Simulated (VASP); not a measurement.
# Be in VASP: a series of runs

Be is run at these levels: PBE; tasks: single point.

The COD entry that gives the cell may itself be a prediction, so a difference from it is no test against experiment.

Everything below comes from runs of VASP 6.6.1. Logs are shortened: lines on timing, memory, paths and dates and some standing lists are left out, and cuts for length are marked.

### Step 1. The cell of the first run

The typed cell holds 8 atoms: a = 3.584 Å, b = 3.582 Å, c = 6.196 Å, α = 64.95°, β = 90.00°, γ = 105.19°.

### Step 2. Single point, PBE

Contents of INCAR:

```
PREC = Accurate
ENCUT = 520
EDIFF = 1E-6
ISMEAR = 0
SIGMA = 0.1
LREAL = False
LASPH = True
NELM = 60
ALGO = Normal
ISIF = 2
LWAVE = False
LCHARG = False
GGA = PE
NBANDS = 18
```

Contents of KPOINTS:

```
Automatic mesh
0
Gamma
  6 6 4
```

Contents of POSCAR:

```
Be
1.0
   -1.7378545851      3.1008125483     -0.4573543338
    0.9843062307     -0.0252748732      3.4435696137
    5.2102073620      3.1063367793      1.2621080157
Be
8
Direct
    0.0843632337      0.3191202051     -0.0786644253
    0.5843718192      0.3191224160      0.4213447317
    0.4156279809      0.6808759029      0.5786473284
   -0.0843616785      0.6808816919      1.0786709532
    0.5094756971     -0.0054460298      0.1714887816
    0.0094487924     -0.0054822538      0.6715114386
    0.9905454865      0.0054800096      0.3284919456
    0.4905286686      0.0054480582      0.8285092463
```

Potentials or basis: VASP PAW PBE potentials, release 64 (Be).

Started as:

```sh
> cat potpaw_PBE.64/Be/POTCAR > POTCAR
> mpirun -np 1 vasp_std > vasp.out
```

OUTCAR:

```text
PREC = Accurate
   ENCUT = 520
   EDIFF = 1E-6
   ISMEAR = 0
   LREAL = False
   LASPH = True
   NELM = 60
   ISIF = 2
   GGA = PE

 ion  position               nearest neighbor table
   1  0.084  0.319  0.921-   4 1.98   3 2.11   4 2.12   8 2.26   7 2.27   6 2.28   5 2.28   8 2.33
                             8 2.33   5 2.34   6 2.34
   2  0.584  0.319  0.421-   3 1.98   4 2.11   3 2.12   7 2.26   8 2.27   5 2.28   6 2.28   7 2.33
                             7 2.33   6 2.34   5 2.34
   3  0.416  0.681  0.579-   2 1.98   1 2.11   2 2.12   6 2.26   5 2.27   8 2.28   7 2.28   6 2.33
                             6 2.33   7 2.34   8 2.34
   4  0.916  0.681  0.079-   1 1.98   2 2.11   1 2.12   5 2.26   6 2.27   7 2.28   8 2.28   5 2.33
                             5 2.33   8 2.34   7 2.34
   5  0.509  0.995  0.171-   7 1.98   8 2.11   7 2.12   4 2.26   3 2.27   2 2.28   1 2.28   4 2.33
                             4 2.33   1 2.34   2 2.34
   6  0.009  0.995  0.672-   8 1.98   7 2.11   8 2.12   3 2.26   4 2.27   1 2.28   2 2.28   3 2.33
                             3 2.33   2 2.34   1 2.34
   7  0.991  0.005  0.328-   5 1.98   6 2.11   5 2.12   2 2.26   1 2.27   4 2.28   3 2.28   2 2.33
                             2 2.33   3 2.34   4 2.34
   8  0.491  0.005  0.829-   6 1.98   5 2.11   6 2.12   1 2.26   2 2.27   3 2.28   4 2.28   1 2.33
                             1 2.33   4 2.34   3 2.34

  LATTYP: Found a triclinic cell.
 ALAT       =     4.3524991455
 B/A-ratio  =     0.8234123400
 C/A-ratio  =     1.4235145432
 COS(alpha) =     0.0000159755
 COS(beta)  =     0.3484367823
 COS(gamma) =     0.6077638560

  Lattice vectors:

 A1 = (   0.7535483544,  -3.0755376751,  -2.9862152799)
 A2 = (   1.7378545851,  -3.1008125483,   0.4573543338)
 A3 = (  -5.2102073620,  -3.1063367793,  -1.2621080157)

Analysis of symmetry for initial positions (statically):
=====================================================================
 Subroutine PRICEL returns:
 Original cell was already a primitive cell.

 Routine SETGRP: Setting up the symmetry group for a
 triclinic supercell.

 Subroutine GETGRP returns: Found  2 space group operations
 (whereof  2 operations were pure point group operations)
 out of a pool of  2 trial point group operations.

The static configuration has the point symmetry S_2 .

Analysis of symmetry for dynamics (positions and initial velocities):
=====================================================================
[... 122 lines left out ...]
   EDIFF  = 0.1E-05   stopping-criterion for ELM
   LREAL  =      F    real-space projection
   EDIFFG = 0.1E-04   stopping-criterion for IOM
   NSW    =      0    number of steps for IOM
   IBRION =     -1    ionic relax: 0-MD 1-quasi-New 2-CG
   NFREE  =      0    steps in history (QN), initial steepest desc. (CG)
   ISIF   =      2    stress and relaxation
   ISYM   =      2    0-nonsym 1-usesym 2-fastsym
   POTIM  = 0.5000    time-step for ionic-motion
   TEBEG  =    0.0;   TEEND  =   0.0 temperature during run
   PSTRESS=    0.0 pullay stress
   NELECT =      16.0000    total number of electrons
   NUPDOWN=      -1.0000    fix difference up-down
   EMIN   =  10.00;   EMAX   =-10.00  energy-range for DOS
   EFERMI =   0.00;   METHOD = LEGACY
   ISMEAR =     0;   SIGMA  =   0.10  broadening in eV -4-tet -1-fermi 0-gaus
   EFERMI_NEDOS =   21; number of points for ismear=-14 and -15
   IALGO  =     38    algorithm
   IMIX   =      4    mixing-type and parameters
     AMIX     =   0.40;   BMIX     =  1.00
     AMIX_MAG =   1.60;   BMIX_MAG =  1.00
  volume/ion in A,a.u.               =       8.62        58.18
  Fermi-wavevector in a.u.,A,eV,Ry     =   1.005924  1.900921 13.767509  1.011883
  Thomas-Fermi vector in A             =   2.138634
   LORBIT       =      0    0 simple, 1 ext, 2 COOP (PROOUT), +10 PAW based schemes
   GGA     = PE    functional components
   LHFCALC =     F    Hartree Fock is set to
   AEXX    =    0.0000 exact exchange contribution
   IVDW    =     0    specifies the selected vdW correction
   LEPSILON=     F    determine dielectric tensor
   LRPA    =     F    only Hartree local field effects (RPA)
 non-spin polarized calculation
 Gauss-broadening in eV      SIGMA  =   0.10
  energy-cutoff  :      520.00
  volume of cell :       68.97
 maximum number of plane-waves:      1882
 NGX is ok and might be reduce to    28

 number of electron      16.0000000 magnetization

 Free energy of the ion-electron system (eV)
  ---------------------------------------------------
  ext. energy  EPLUGINS =         0.00000000
  ---------------------------------------------------
  free energy    TOTEN  =       -29.21262623 eV

  energy without entropy =      -29.20656013  energy(sigma->0) =      -29.20959318

 E-fermi :   5.5878     XC(G=0): -10.2520

 val. band max:        5.5438433045   @ k =   0.5000  -0.0000   0.2500
 cond. band min:       5.6034573180   @ k =   0.0000  -0.3333   0.2500
 fundamental gap:      0.0596140135
 Fermi energy:         5.5878321093

 k-point     1 :       0.0000    0.0000    0.0000
  band No.  band energies     occupation
      1      -4.5899      2.00000
      2      -1.0548      2.00000
      3      -1.0520      2.00000
      4       3.3516      2.00000
      5       3.3729      2.00000
      6       5.9197      0.00000
[... 481 lines left out ...]
      5       2.2151      2.00000
      6       3.4609      2.00000
[... 10 lines left out ...]
     17      14.5218      0.00000
     18      15.0646      0.00000

 [... further k-points ...]
[... 5 lines left out ...]
  --------------------------------------------------------------------------------------
  -------------------------------------------------------------------------------------
  Total        0.0621075      0.0615043      0.0687675     -0.0019133     -0.0020903      0.0039832
  in kB        1.4427993      1.4287873      1.5975164     -0.0444466     -0.0485583      0.0925322
  external PRESSURE =       1.4897010 kB  Pullay stress =       0.0000000 kB

 VOLUME and BASIS-vectors are now :
 -----------------------------------------------------------------------------
  energy-cutoff  :      520.00
  volume of cell :       68.97
      direct lattice vectors                 reciprocal lattice vectors
    -1.737854585  3.100812548 -0.457354334    -0.155561386  0.242132090  0.046242683
     0.984306231 -0.025274873  3.443569614    -0.077343733  0.002748379  0.312524358
     5.210207362  3.106336779  1.262108016     0.154655428  0.080243470 -0.043617576

 POSITION                                       TOTAL-FORCE (eV/Angst)
 -----------------------------------------------------------------------------------
      4.96785      3.11551      2.22315        -0.003155     -0.000537      0.006233
      1.49385      3.11280      1.36344        -0.003800     -0.000698      0.005752
      2.96276      3.06905      2.88487         0.003800      0.000698     -0.005752
     -0.51116      3.06639      2.02518         0.003155      0.000537     -0.006233
      0.98704      2.08735      3.40824        -0.000916     -0.005793      0.000265
      4.46120      2.09010      4.26789        -0.002037     -0.006115      0.000272
     -0.00452      4.09176     -0.01957         0.002037      0.006115     -0.000272
      3.46960      4.09453      0.84008         0.000916      0.005793     -0.000265
 -----------------------------------------------------------------------------------
    total drift:                               -0.000005      0.000006      0.000020

  FREE ENERGIE OF THE ION-ELECTRON SYSTEM (eV)
  ---------------------------------------------------
  free  energy   TOTEN  =       -29.2126262321 eV

  energy  without entropy=      -29.2065601312  energy(sigma->0) =      -29.20959318
```

stdout:

```text
POSCAR found type information on POSCAR Be
 POSCAR found :  1 types and       8 ions
 scaLAPACK will be used
 LDA part: xc-table for (Slater+PW92), standard interpolation
 POSCAR, INCAR and KPOINTS ok, starting setup
 FFT: planning ... GRIDC
 FFT: planning ... GRID_SOFT
 FFT: planning ... GRID
 WAVECAR not read
 entering main loop
```

It took 48 s on 1 thread of Intel Xeon Platinum 8375C at 2.90GHz (Ice Lake), shared host; peak memory 0.21 GiB.

Results:

| Quantity | Value |
| --- | --- |
| Free energy | -29.2126 eV |
| Pressure | 0.1 GPa |
| Largest force | 0.007 eV/Å |
| Band gap on the k mesh | zero (band 8 reaches 6.91 eV, above the bottom of band 9 at 3.34 eV) |

Forces on the atoms (eV/Å):
```
Be  -0.003 -0.001  0.006
Be  -0.004 -0.001  0.006
Be   0.004  0.001 -0.006
Be   0.003  0.001 -0.006
Be  -0.001 -0.006  0.000
Be  -0.002 -0.006  0.000
Be   0.002  0.006  0.000
Be   0.001  0.006  0.000
```

Levels at points of the mesh, in eV from the Fermi level:
```csv
k point,band 6,band 7,band 8,band 9,band 10,band 11
"(0.00, 0.00, 0.00)",0.33,1.03,1.06,1.87,2.13,2.17
"(0.50, 0.00, 0.00)",-3.71,-1.37,-1.37,2.60,2.60,4.64
"(0.00, 0.50, 0.00)",-2.41,-0.72,1.32,1.55,2.12,2.16
"(0.50, 0.50, 0.00)",-3.89,-2.81,-2.81,-0.28,-0.28,5.32
"(0.00, 0.00, 0.50)",-1.30,-1.25,-1.25,2.45,2.45,3.13
"(0.50, 0.00, 0.50)",-2.39,-0.74,1.31,1.56,2.15,2.16
"(0.00, 0.50, 0.50)",-3.68,-1.38,-1.38,2.61,2.61,4.63
"(0.50, 0.50, 0.50)",-3.42,-3.40,-2.25,-2.21,2.12,2.19
```

### Step 3. Single point, PBE

This run uses another cell than the first one: it holds 4 atoms, not 8.

Contents of INCAR:

```
ALGO     = Fast           # electronic algorithm
EDIFF    = 1E-6           # SCF threshold, eV
ENCUT    = 520            # plane-wave cutoff, eV
GGA      = PE             # functional
ISIF     = 2              # what is computed and relaxed
ISMEAR   = 0              # smearing method
LASPH    = True           # aspherical terms in the spheres
LCHARG   = False          # write CHGCAR
LREAL    = False          # projectors in reciprocal space
LWAVE    = False          # write WAVECAR
NBANDS   = 12             # bands
NELM     = 60             # most SCF steps
PREC     = Accurate       # precision mode
SIGMA    = 0.1            # smearing width, eV
```

Contents of KPOINTS:

```
k-points
0
Gamma
  16 16 16
```

Contents of POSCAR:

```
Be
1.0
   -2.1940429022      2.1951096725      1.7904605013
    2.1940429022     -2.1951096725      1.7904605013
    2.1940429022      2.1951096725     -1.7904605013
Be
4
Direct
    0.6594478989      0.6596638925      0.3191117914
    0.3405521011      0.3403361075      0.6808882086
    0.1594478989      0.8403361075      0.9997840064
    0.8405521011      0.1596638925      0.0002159936
```

Potentials or basis: VASP PAW PBE potentials, release 64 (Be).

Started as:

```sh
> cat potpaw_PBE.64/Be/POTCAR > POTCAR
> mpirun -np 1 vasp_std > vasp.out
```

Wall time 2.1 min (1 thread of Intel Xeon Platinum 8375C at 2.90GHz (Ice Lake), shared host); peak memory 0.31 GiB.

Results (log left out):

* Free energy: -14.6098 eV
* Pressure: 0.1 GPa
* Largest force: 0.006 eV/Å
* Band gap on the k mesh: zero (band 4 reaches 7.23 eV, above the bottom of band 5 at 2.11 eV)

Forces on the atoms (eV/Å):
```
Be   0.004  0.005  0.000
Be  -0.004 -0.005  0.000
Be  -0.004  0.005  0.000
Be   0.004 -0.005  0.000
```

Levels at points of the mesh, in eV from the Fermi level:
| k point | band 1 | band 2 | band 3 | band 4 | band 5 | band 6 | band 7 | band 8 | band 9 |
| --- | --- | --- | --- | --- | --- | --- | --- | --- | --- |
| (0.00, 0.00, 0.00) | -10.21 | 0.29 | 1.01 | 1.01 | 1.85 | 2.95 | 2.95 | 3.03 | 5.99 |
| (0.50, 0.00, 0.00) | -6.65 | -6.65 | -2.35 | -2.35 | 2.12 | 2.12 | 6.61 | 6.61 | 11.80 |
| (0.00, 0.50, 0.00) | -6.65 | -6.65 | -2.35 | -2.35 | 2.12 | 2.12 | 6.61 | 6.61 | 11.81 |
| (0.50, 0.50, 0.00) | -7.64 | -6.93 | -0.77 | 1.29 | 1.51 | 2.28 | 4.49 | 7.38 | 8.55 |
| (0.50, 0.50, 0.50) | -5.93 | -3.70 | -3.62 | -3.61 | -3.46 | 2.16 | 8.78 | 10.73 | 11.82 |
